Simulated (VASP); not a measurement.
Input of a VASP 6.6.1 run:

The input INCAR:

```
PREC = Accurate
ENCUT = 600
EDIFF = 1E-6
ISMEAR = -1
SIGMA = 0.05
LREAL = False
LASPH = True
NELM = 100
ALGO = Normal
ISIF = 3
LWAVE = False
LCHARG = False
GGA = PS
IBRION = 2
NSW = 60
EDIFFG = -0.005
PSTRESS = 3200.0
```

KPOINTS

```
regular mesh
0
Gamma
  14 14 14
```

Contents of POSCAR:

```
In
1.0
    0.0000000000      2.2588206522      2.2588206522
    2.2588206522      0.0000000000      2.2588206522
    2.2588206522      2.2588206522      0.0000000000
In
2
Direct
   -0.1250000000     -0.1250000000     -0.1250000000
    0.1250000000      0.1250000000      0.1250000000
```

Potentials or basis: VASP PAW PBE potentials, release 64 (In_d).

Command:

```console
$ cat potpaw_PBE.64/In_d/POTCAR > POTCAR
$ mpirun -np 1 vasp_std > vasp.out
```

(1) Estimate the relaxed volume.

(2) Estimate the space group after relaxing (to 0.1 Å).

Answers

(1) 13.19 Å³/atom.

(2) Fd-3m (No. 227).

Caveat: the cell is relaxed towards a set pressure, so the run minimises the enthalpy, not the energy; the PAW data sets were made with another functional, which shifts forces and pressure a little.
